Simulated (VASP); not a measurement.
# AlN (F-43m) in VASP: a series of runs, part 2 of 2

VASP 6.6.1. The steps go on from the part before.

**3. Relaxation of cell and atoms, LDA**

This run uses another cell than the first one, of 10.42 Å³/atom, 1.050 times its volume.

Input file INCAR:

```
  PREC = Accurate
  ENCUT = 600
  EDIFF = 1E-6
  ISMEAR = -1
  SIGMA = 0.08
  LREAL = F
  LASPH = T
  NELM = 100
  ALGO = Normal
  ISIF = 3
  LWAVE = F
  LCHARG = F
  GGA = CA
  IBRION = 2
  NSW = 100
  EDIFFG = -0.002
```

Input file KPOINTS:

```
regular mesh
0
Gamma
  14 14 14
```

Input file POSCAR:

```
AlN
1.0
    2.1839935596      2.1839935596      0.0000000000
   -2.1839935596      2.1839935596      0.0000000000
    0.0000000000      2.1839935596      2.1839935596
Al N
1 1
Direct
    0.0000000000      0.0000000000      0.0000000000
    0.2500000000      0.7500000000      0.5000000000
```

Potentials or basis: VASP PAW LDA potentials, release 64 (Al, N).

Command:

```console
> cat potpaw_LDA.64/Al/POTCAR potpaw_LDA.64/N/POTCAR > POTCAR
> mpirun -np 1 vasp_std > vasp.out
```

OUTCAR:

```text
PREC = Accurate
   ENCUT = 600
   EDIFF = 1E-6
   ISMEAR = -1
   LREAL = F
   LASPH = T
   NELM = 100
   ISIF = 3
   GGA = CA
   IBRION = 2
   NSW = 100
   EDIFFG = -0.002

 ion  position               nearest neighbor table
   1  0.000  0.000  0.000-   2 1.89   2 1.89   2 1.89   2 1.89
   2  0.250  0.750  0.500-   1 1.89   1 1.89   1 1.89   1 1.89

  LATTYP: Found a face centered cubic cell.
 ALAT       =     4.3679871192

  Lattice vectors:

 A1 = (   0.0000000000,   2.1839935596,   2.1839935596)
 A2 = (   2.1839935596,   0.0000000000,   2.1839935596)
 A3 = (   2.1839935596,   2.1839935596,   0.0000000000)

Analysis of symmetry for initial positions (statically):
=====================================================================
 Subroutine PRICEL returns:
 Original cell was already a primitive cell.

[... 251 lines left out ...]

 E-fermi :   7.4674     XC(G=0): -11.3325

 val. band max:        5.8520842831   @ k =   0.0000   0.0000   0.0000
 cond. band min:       9.0820561707   @ k =   0.5000   0.5000   0.0000
 fundamental gap:      3.2299718876
 Fermi energy:         7.4674280138

 k-point     1 :       0.0000    0.0000    0.0000
  band No.  band energies     occupation
      1      -9.0603      2.00000
      2       5.8521      2.00000
      3       5.8521      2.00000
      4       5.8521      2.00000
      5      10.2228      0.00000
      6      18.3353      0.00000
      7      18.3353      0.00000
      8      18.3353      0.00000
[... 243 lines left out ...]
 k-point    24 :       0.2857    0.1429    0.0000
  band No.  band energies     occupation
      1      -7.4020      2.00000
      2       1.3965      2.00000
      3       4.3545      2.00000
      4       5.5123      2.00000
      5      13.5855      0.00000
      6      15.3138      0.00000
      7      17.5145      0.00000
      8      17.8411      0.00000

 [... further k-points ...]
[... 5 lines left out ...]
  --------------------------------------------------------------------------------------
  -------------------------------------------------------------------------------------
  Total       -0.0008929     -0.0008929     -0.0008929      0.0000000      0.0000000     -0.0000000
  in kB       -0.0697170     -0.0697170     -0.0697170      0.0000000      0.0000000     -0.0000000
  external PRESSURE =      -0.0697170 kB  Pullay stress =       0.0000000 kB
[... 17 lines left out ...]
  FREE ENERGIE OF THE ION-ELECTRON SYSTEM (eV)
  ---------------------------------------------------
  free  energy   TOTEN  =       -16.3765640035 eV

  energy  without entropy=      -16.3765640033  energy(sigma->0) =      -16.37656400

 reached required accuracy - stopping structural energy minimisation
```

CONTCAR:

```text
AlN
   1.00000000000000
     2.1729801591855495    2.1729801591855495    0.0000000000000000
    -2.1729801591855495    2.1729801591855495    0.0000000000000000
     0.0000000000000000    2.1729801591855495    2.1729801591855495
  Al              N
     1     1
Direct
     0.0000000000000000    0.0000000000000000    1.0000000000000000
     0.2500000000000000    0.7500000000000000    0.5000000000000000

  0.00000000E+00  0.00000000E+00  0.00000000E+00
  0.00000000E+00  0.00000000E+00  0.00000000E+00
```

It took 35 s on 1 thread of Intel Xeon Platinum 8259CL at 2.50GHz (Skylake/Cascade Lake), shared host; peak memory 0.15 GiB.

Results:

```
Free energy                            : -16.3766 eV
Relaxed volume                         : 10.26 Å³/atom
Relaxed cell                           : a = 3.073 Å, b = 3.073 Å, c = 3.073 Å, α = 60.00°, β = 60.00°, γ = 90.00°
Space group after relaxing (to 0.05 Å) : F-43m (No. 216)
Energy gained by relaxing              : 1.5 meV/atom
Ionic steps                            : 3
Pressure after relaxing                : 0.0 GPa
Band gap on the k mesh                 : 3.23 eV, indirect (least direct gap 4.37 eV)
```

The path:
| step | energy change (eV) | largest force (eV/Å) | pressure (GPa) | volume (Å³) |
| --- | --- | --- | --- | --- |
| 1 | 0.0000 | 0.0000 | -3.10 | 20.83 |
| 2 | -0.0004 | 0.0000 | 3.07 | 20.23 |
| 3 | -0.0031 | 0.0000 | -0.01 | 20.52 |

Final structure:
```
Al N
1.0
     2.17298    2.17298    0.00000
    -2.17298    2.17298    0.00000
     0.00000    2.17298    2.17298
Al N
1 1
Direct
  0.00000 0.00000 0.00000
  0.25000 0.75000 0.50000
```

A k mesh can miss the band edges.

**4. Single point, LDA**

This run uses another cell than the first one, of 10.23 Å³/atom, 1.032 times its volume.

Input file INCAR:

```
ALGO = Normal ; EDIFF = 1E-6
ENCUT = 520 ; ISIF = 2
ISMEAR = -1 ; LASPH = True
LCHARG = False ; LREAL = False
LWAVE = False ; NBANDS = 11
NELM = 60 ; PREC = Accurate
SIGMA = 0.08
```

Input file KPOINTS:

```
k-points
0
Gamma
  14 14 14
```

Input file POSCAR:

```
AlN
1.0
    2.1711430962      2.1711430962      0.0000000000
   -2.1711430962      2.1711430962      0.0000000000
    0.0000000000      2.1711430962      2.1711430962
Al N
1 1
Direct
    0.0000000000      0.0000000000      0.0000000000
    0.2500000000      0.7500000000      0.5000000000
```

Potentials or basis: VASP PAW LDA potentials, release 64 (Al, N).

Command:

```console
> cat potpaw_LDA.64/Al/POTCAR potpaw_LDA.64/N/POTCAR > POTCAR
> mpirun -np 1 vasp_std > vasp.out
```

OUTCAR:

```text
EDIFF = 1E-6
   ENCUT = 520
   ISIF = 2
   ISMEAR = -1
   LASPH = True
   LREAL = False
   NELM = 60
   PREC = Accurate

 ion  position               nearest neighbor table
   1  0.000  0.000  0.000-   2 1.88   2 1.88   2 1.88   2 1.88
   2  0.250  0.750  0.500-   1 1.88   1 1.88   1 1.88   1 1.88

  LATTYP: Found a face centered cubic cell.
 ALAT       =     4.3422861924

  Lattice vectors:

 A1 = (   0.0000000000,   2.1711430962,   2.1711430962)
 A2 = (   2.1711430962,   0.0000000000,   2.1711430962)
 A3 = (   2.1711430962,   2.1711430962,   0.0000000000)

Analysis of symmetry for initial positions (statically):
=====================================================================
 Subroutine PRICEL returns:
 Original cell was already a primitive cell.

 Routine SETGRP: Setting up the symmetry group for a
 face centered cubic supercell.

 Subroutine GETGRP returns: Found 24 space group operations
 (whereof 24 operations were pure point group operations)
 out of a pool of 48 trial point group operations.

The static configuration has the point symmetry T_d .

Analysis of symmetry for dynamics (positions and initial velocities):
[... 172 lines left out ...]
      6      18.3848      0.00000
      7      18.3848      0.00000
      8      18.3848      0.00000
      9      23.5408      0.00000
     10      23.5408      0.00000
     11      24.9600      0.00000
[... 309 lines left out ...]
 k-point    24 :       0.2857    0.1429    0.0000
  band No.  band energies     occupation
      1      -7.3866      2.00000
      2       1.4147      2.00000
      3       4.3771      2.00000
      4       5.5370      2.00000
      5      13.6293      0.00000
      6      15.3562      0.00000
      7      17.5638      0.00000
      8      17.8830      0.00000
      9      21.8246      0.00000
     10      24.2990      0.00000
     11      26.0646      0.00000

 [... further k-points ...]

------------------------ aborting loop because EDIFF is reached ----------------------------------------

  FORCE on cell =-STRESS in cart. coord.  units (eV):
  Direction    XX          YY          ZZ          XY          YZ          ZX
  --------------------------------------------------------------------------------------
  -------------------------------------------------------------------------------------
  Total        0.0803647      0.0803647      0.0803647      0.0000000      0.0000000      0.0000000
  in kB        6.2904324      6.2904324      6.2904324      0.0000000      0.0000000      0.0000000
  external PRESSURE =       6.2904324 kB  Pullay stress =       0.0000000 kB

 VOLUME and BASIS-vectors are now :
 -----------------------------------------------------------------------------
  energy-cutoff  :      520.00
  volume of cell :       20.47
      direct lattice vectors                 reciprocal lattice vectors
     2.171143096  2.171143096  0.000000000     0.230293434  0.230293434 -0.230293434
    -2.171143096  2.171143096  0.000000000    -0.230293434  0.230293434 -0.230293434
     0.000000000  2.171143096  2.171143096     0.000000000  0.000000000  0.460586869

 POSITION                                       TOTAL-FORCE (eV/Angst)
 -----------------------------------------------------------------------------------
      0.00000      0.00000      0.00000        -0.000000     -0.000000      0.000000
     -1.08557      3.25671      1.08557         0.000000      0.000000     -0.000000
 -----------------------------------------------------------------------------------
    total drift:                                0.000000      0.000000      0.000000

  FREE ENERGIE OF THE ION-ELECTRON SYSTEM (eV)
  ---------------------------------------------------
  free  energy   TOTEN  =       -16.3754553908 eV

  energy  without entropy=      -16.3754553908  energy(sigma->0) =      -16.37545539
```

stdout:

```text
POSCAR found type information on POSCAR AlN
 POSCAR found :  2 types and       2 ions
 scaLAPACK will be used
 LDA part: xc-table for (Slater(with rela. corr.)+CA(PZ))
 , standard interpolation
 POSCAR, INCAR and KPOINTS ok, starting setup
 FFT: planning ... GRIDC
 FFT: planning ... GRID_SOFT
 FFT: planning ... GRID
 WAVECAR not read
 entering main loop
```

Wall time 9.1 s (1 thread of Intel Xeon Platinum 8488C (Sapphire Rapids), shared host); peak memory 0.13 GiB.

Results:

| Item | Value |
| --- | --- |
| Free energy | -16.3755 eV |
| Pressure | 0.6 GPa |
| Band gap on the k mesh | 3.23 eV, indirect (least direct gap 4.39 eV) |

A k mesh can miss the band edges. A hybrid or GW would open this gap; LDA tends to underestimate it.

**5. The runs side by side**

```tsv
task	cell	k mesh	cutoff (eV)	smearing	gap on the mesh (eV)	pressure (GPa)
single point	a = 3.039 Å, angles 60.0, 60.0, 90.0°, 2 atoms	10 × 10 × 10	520	gaussian 0.01 eV	3.24	7.8
relaxation of cell and atoms	relaxed from a = 3.089 Å, angles 60.0, 60.0, 90.0°, 2 atoms	14 × 14 × 14	600	fermi-dirac 0.08 eV	3.23	0.0
single point	a = 3.070 Å, angles 60.0, 60.0, 90.0°, 2 atoms	14 × 14 × 14	520	fermi-dirac 0.08 eV	3.23	0.6
```

Alike in all rows: level LDA; potentials or basis VASP PAW LDA potentials, release 64 (Al, N); no spin polarisation.

Absolute energies hang on the potentials; compare differences alone.
